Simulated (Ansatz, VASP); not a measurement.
# GaN in VASP and in Ansatz

File INCAR:

```
PREC     = Accurate       # precision mode
ENCUT    = 520            # plane-wave cutoff, eV
EDIFF    = 1E-7           # SCF threshold, eV
ISMEAR   = -1             # smearing method
SIGMA    = 0.02           # smearing width, eV
LREAL    = F              # projectors in reciprocal space
LASPH    = T              # aspherical terms in the spheres
NELM     = 120            # most SCF steps
ALGO     = Normal         # electronic algorithm
ISIF     = 2              # what is computed and relaxed
LWAVE    = F              # write WAVECAR
LCHARG   = F              # write CHGCAR
GGA      = PE             # functional
IBRION   = 2              # ionic algorithm
NSW      = 80             # ionic steps
EDIFFG   = -0.02          # ionic threshold
GGA_COMPAT= F            
NELMIN   = 4
```

The input KPOINTS:

```
regular mesh
0
Gamma
  12 12 12
```

The input POSCAR:

```
GaN
1.0
    0.0000000000      1.9925000000      1.9925000000
    1.9925000000      0.0000000000      1.9925000000
    1.9925000000      1.9925000000      0.0000000000
Ga N
1 1
Direct
    0.5000000000      0.5000000000      0.5000000000
    0.0000000000      0.0000000000      0.0000000000
```

Input for Ansatz:

```yaml
crystal:
  lattice:
    - [0.0, 1.9925, 1.9925]
    - [1.9925, 0.0, 1.9925]
    - [1.9925, 1.9925, 0.0]
  atoms:
    - { symbol: Ga, position: [0.5, 0.5, 0.5] }
    - { symbol: "N", position: [0.0, 0.0, 0.0] }
kpoints:
  mp_grid: { grid: [12, 12, 12] }
scf:
  occupations: { method: fermi_dirac, width: 0.02 }
hamiltonian:
  xc: pbe
  pseudopotentials: { kind: paw, frozen_core: stored }
output:
  forces: true
  stress: true
  populations: true
  efg: { quadrupole_moments_barn: { Ga: 0.107, "N": 0.02044 } }
  write_density: true
  write_potential: true
  elf: true
  volumetric_format: npy
relax:
  f_tol: 0.02
  max_steps: 60
```

Alike in both runs: task relaxation of the atoms; functional PBE; k mesh 12 × 12 × 12; occupations fermi-dirac, width 0.02 eV; no spin polarisation.

|  | VASP | Ansatz |
| --- | --- | --- |
| version | VASP 6.6.1 | Ansatz 0.2.0 |
| potentials or method | VASP PAW PBE potentials, release 64 (Ga_d, N) | plane-wave PAW, scalar-relativistic |
| plane-wave cutoff (eV) | 520 | 420 |
| valence electrons in the cell | 18 | 18 |

VASP gave:

- gap on the k mesh at the Fermi level, each at its own relaxed structure (eV): 1.81

**Question.** Which values does Ansatz return?

**Answer.** gap on the k mesh at the Fermi level, each at its own relaxed structure (eV): 1.82.

Ansatz's warnings: stress scf threshold loose.

Noted on VASP's run: the relaxation stopped at its first step, so nothing moved.
